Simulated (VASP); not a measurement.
A run of VASP 6.6.1:

File INCAR:

```
SYSTEM = C
ALGO = Normal
EDIFF = 1E-6
ENCUT = 520
GGA = PS
ISIF = 2
ISMEAR = 0
LASPH = .True.
LCHARG = .False.
LREAL = .False.
LWAVE = .False.
NBANDS = 16
NELM = 100
PREC = Accurate
SIGMA = 0.15
```

File KPOINTS:

```
k-points
0
Gamma
  21 21 6
  0 0 0
```

The input POSCAR:

```
C
1.0
    1.3178378596     -2.1633366638      0.0000000000
    1.3178378596      2.1633366638      0.0000000000
    0.0000000000      0.0000000000      7.4965091388
C
4
Direct
    0.0833216498      0.9166783502      0.7498439858
    0.5833216498      0.4166783502      0.2501560142
    0.9166783502      0.0833216498      0.2501560142
    0.4166783502      0.5833216498      0.7498439858
```

Potentials or basis: VASP PAW PBE potentials, release 64 (C).

The run is started by

```sh
$ cat potpaw_PBE.64/C/POTCAR > POTCAR
$ mpirun -np 1 vasp_std > vasp.out
```

Hardware: 1 thread of Intel(R) Xeon(R) 6975P-C (Granite Rapids) (shared host).

Task: Estimate the wall time of this run.

Result: Run time: 110 s on 1 thread of Intel(R) Xeon(R) 6975P-C (Granite Rapids) (shared host), peak memory 0.33 GiB. Counts: scf iterations 13, k points 484.
